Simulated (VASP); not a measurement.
Here is a VASP 6.6.1 calculation.

INCAR

```
SYSTEM = Sb
PREC     = Accurate       ! precision mode
ENCUT    = 600            ! plane-wave cutoff, eV
EDIFF    = 1E-6           ! SCF threshold, eV
ISMEAR   = -1             ! smearing method
SIGMA    = 0.005          ! smearing width, eV
LREAL    = .FALSE.        ! projectors in reciprocal space
LASPH    = .TRUE.         ! aspherical terms in the spheres
NELM     = 80             ! most SCF steps
ALGO     = Normal         ! electronic algorithm
ISIF     = 3              ! what is computed and relaxed
LWAVE    = .FALSE.        ! write WAVECAR
LCHARG   = .FALSE.        ! write CHGCAR
IBRION   = 2              ! ionic algorithm
NSW      = 100            ! ionic steps
EDIFFG   = -0.005         ! ionic threshold
```

File KPOINTS:

```
Automatic mesh
0
G
  12 12 12
  0 0 0
```

Contents of POSCAR:

```
Sb
1.0
    0.0000000000      2.3050000000      2.3050000000
    2.3050000000      0.0000000000      2.3050000000
    2.3050000000      2.3050000000      0.0000000000
Sb
1
Direct
    0.0000000000      0.0000000000      0.0000000000
```

Potentials or basis: VASP PAW LDA potentials, release 64 (Sb).

The run is started by

```sh
$ cat potpaw_LDA.64/Sb/POTCAR > POTCAR
$ mpirun -np 1 vasp_std > vasp.out
```

Question: What does it give for the relaxed cell?

Answer: a = 3.318 Å, b = 3.318 Å, c = 3.318 Å, α = 60.00°, β = 60.00°, γ = 60.00°.

Question: Predict the relaxed volume.

Answer: 25.82 Å³/atom.

Question: What does it give for the space group after relaxing (to 0.05 Å)?

Answer: Fm-3m (No. 225).

Step by step:
```tsv
step	energy change (eV)	largest force (eV/Å)	pressure (GPa)	volume (Å³)
1	0.0000	0.0000	3.94	24.49
2	-0.0098	0.0000	-2.09	26.69
3	-0.0154	0.0000	0.02	25.82
```
